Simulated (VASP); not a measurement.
# Hf3Ta in VASP: notebook, part 2 of 2

VASP 6.6.1.

## 4. Single point, PBEsol

Contents of INCAR:

```
SYSTEM = Hf3Ta
PREC = Accurate
ENCUT = 520
EDIFF = 1E-6
ISMEAR = -1
SIGMA = 0.05
LREAL = .FALSE.
LASPH = .TRUE.
NELM = 80
ALGO = Normal
ISIF = 2
LWAVE = .FALSE.
LCHARG = .TRUE.
LDIPOL = .TRUE.
IDIPOL = 3
DIPOL = 0.5 0.5 0.500
GGA = PS
LELF = .TRUE.
LVHAR = .TRUE.
LVACPOTAV = .TRUE.
NBANDS = 28
```

Contents of KPOINTS:

```
regular mesh
0
G
  10 7 1
  0 0 0
```

Contents of POSCAR:

```
Hf3Ta
1.0
    3.1589152031      0.0000000000      0.0000000000
    0.0000000000      4.9985932680      0.0000000000
    0.0000000000      0.0000000000     19.6476000000
Hf Ta
3 1
Direct
    0.0000000000      0.7500000000      0.4151605211
    0.5000000000      0.7500000000      0.5431967915
    0.0000000000      0.2500000000      0.5848395306
    0.5000000000      0.2500000000      0.4568031568
```

Potentials or basis: VASP PAW PBE potentials, release 64 (Hf_pv, Ta_pv).

Command:

```
cat potpaw_PBE.64/Hf_pv/POTCAR potpaw_PBE.64/Ta_pv/POTCAR > POTCAR
mpirun -np 1 vasp_std > vasp.out
```

OUTCAR:

```text
SYSTEM = Hf3Ta
   PREC = Accurate
   ENCUT = 520
   EDIFF = 1E-6
   ISMEAR = -1
   LREAL = .FALSE.
   LASPH = .TRUE.
   NELM = 80
   ISIF = 2
   GGA = PS

 ion  position               nearest neighbor table
   1  0.000  0.750  0.415-   2 2.97   2 2.97   4 3.07   4 3.07   4 3.07   4 3.07
   2  0.500  0.750  0.543-   1 2.97   1 2.97   4 3.02   4 3.02   3 3.07   3 3.07   3 3.07   3 3.07

   3  0.000  0.250  0.585-   4 2.97   4 2.97   2 3.07   2 3.07   2 3.07   2 3.07
   4  0.500  0.250  0.457-   3 2.97   3 2.97   2 3.02   2 3.02   1 3.07   1 3.07   1 3.07   1 3.07

  LATTYP: Found a simple orthorhombic cell.
 ALAT       =     3.1589152031
 B/A-ratio  =     1.5823765269
 C/A-ratio  =     6.2197301088

  Lattice vectors:

 A1 = (   3.1589152031,   0.0000000000,   0.0000000000)
 A2 = (   0.0000000000,   4.9985932680,   0.0000000000)
 A3 = (   0.0000000000,   0.0000000000,  19.6476000000)

Analysis of symmetry for initial positions (statically):
=====================================================================
 Subroutine PRICEL returns:
 Original cell was already a primitive cell.

 Routine SETGRP: Setting up the symmetry group for a
[... 179 lines left out ...]
 val. band max:       -1.4324696886   @ k =   0.3000   0.2857   0.0000
 cond. band min:      -1.4197479702   @ k =   0.5000   0.2857   0.0000
 fundamental gap:      0.0127217184
 Fermi energy:        -1.4283908265

 k-point     1 :       0.0000    0.0000    0.0000
  band No.  band energies     occupation
      1     -35.7706      2.00000
      2     -35.7272      2.00000
      3     -35.5577      2.00000
      4     -32.5630      2.00000
      5     -32.4839      2.00000
      6     -32.4748      2.00000
[... 733 lines left out ...]
     27       0.8434      0.00000
     28       1.0599      0.00000

------------------------ aborting loop because EDIFF is reached ----------------------------------------

  FORCE on cell =-STRESS in cart. coord.  units (eV):
  Direction    XX          YY          ZZ          XY          YZ          ZX
  --------------------------------------------------------------------------------------
  -------------------------------------------------------------------------------------
  Total       -6.9243647     -4.3659732     -2.5068625      0.0000000      0.0000000      0.0000000
  in kB      -35.7598132    -22.5473948    -12.9463046      0.0000000      0.0000000      0.0000000
  external PRESSURE =     -23.7511709 kB  Pullay stress =       0.0000000 kB

 VOLUME and BASIS-vectors are now :
 -----------------------------------------------------------------------------
  energy-cutoff  :      520.00
  volume of cell :      310.24
      direct lattice vectors                 reciprocal lattice vectors
     3.158915203  0.000000000  0.000000000     0.316564370  0.000000000  0.000000000
     0.000000000  4.998593268  0.000000000     0.000000000  0.200056285  0.000000000
     0.000000000  0.000000000 19.647600000     0.000000000  0.000000000  0.050896802

 POSITION                                       TOTAL-FORCE (eV/Angst)
 -----------------------------------------------------------------------------------
      0.00000      3.74894      8.15691         0.000000      0.000000      0.268386
      1.57946      3.74894     10.67251         0.000000      0.000000     -0.157063
      0.00000      1.24965     11.49069         0.000000      0.000000     -0.797701
      1.57946      1.24965      8.97509         0.000000      0.000000      0.686378
 -----------------------------------------------------------------------------------
    total drift:                                0.000000     -0.000000     -0.000086

  FREE ENERGIE OF THE ION-ELECTRON SYSTEM (eV)
  ---------------------------------------------------
  free  energy   TOTEN  =       -39.5297208909 eV

  energy  without entropy=      -39.4708923923  energy(sigma->0) =      -39.50030664

 vacuum level on the upper side and lower side of the slab         2.591         2.600
```

OSZICAR:

```text
N       E                     dE             d eps       ncg     rms          rms(c)
DAV:   1     0.160891459201E+03    0.16089E+03   -0.21888E+04  1856   0.115E+03
DAV:   2    -0.308818057122E+02   -0.19177E+03   -0.18808E+03  1708   0.259E+02
DAV:   3    -0.428720966732E+02   -0.11990E+02   -0.11617E+02  1576   0.496E+01
DAV:   4    -0.435023804662E+02   -0.63028E+00   -0.61518E+00  1936   0.102E+01
[... 21 lines left out ...]
DAV:  26    -0.395297000442E+02   -0.15083E-04   -0.18945E-06  1172   0.396E-03    0.465E-03
DAV:  27    -0.395297097845E+02   -0.97403E-05   -0.54697E-07   944   0.219E-03    0.516E-03
DAV:  28    -0.395297176134E+02   -0.78289E-05   -0.40179E-07   960   0.247E-03    0.246E-03
DAV:  29    -0.395297205195E+02   -0.29061E-05   -0.11743E-07   864   0.127E-03    0.252E-03
DAV:  30    -0.395297208909E+02   -0.37138E-06   -0.47393E-08   828   0.921E-04
   1 F= -.39529721E+02 E0= -.39500307E+02  d E =-.588285E-01
```

stdout:

```text
POSCAR found type information on POSCAR HfTa
 POSCAR found :  2 types and       4 ions
 scaLAPACK will be used
 -----------------------------------------------------------------------------
[... 23 lines left out ...]
|     Did not find any points to average over, which means that no vacuum     |
|     field-free region was found. Please increase the size of  your cell     |
|     in the dimension of the dipole correction to obtain accurate            |
|     workfunction values.                                                    |
|                                                                             |
 -----------------------------------------------------------------------------
```

Wall time 6.9 min (1 thread of Intel Xeon Platinum 8559C (Emerald Rapids), shared host); peak memory 0.48 GiB.

Results:

```
Free energy            : -39.5297 eV
Largest force          : 0.798 eV/Å
Band gap on the k mesh : zero (an odd number of electrons rules out a gap without spin polarisation)
```

Forces on the atoms (eV/Å):
```
Hf   0.000  0.000  0.268
Hf   0.000  0.000 -0.157
Hf   0.000  0.000 -0.798
Ta   0.000  0.000  0.686
```

Caveat: the PAW data sets were made with another functional, which shifts forces and pressure a little; spin-orbit coupling is left out, which moves the levels of the heavy elements.
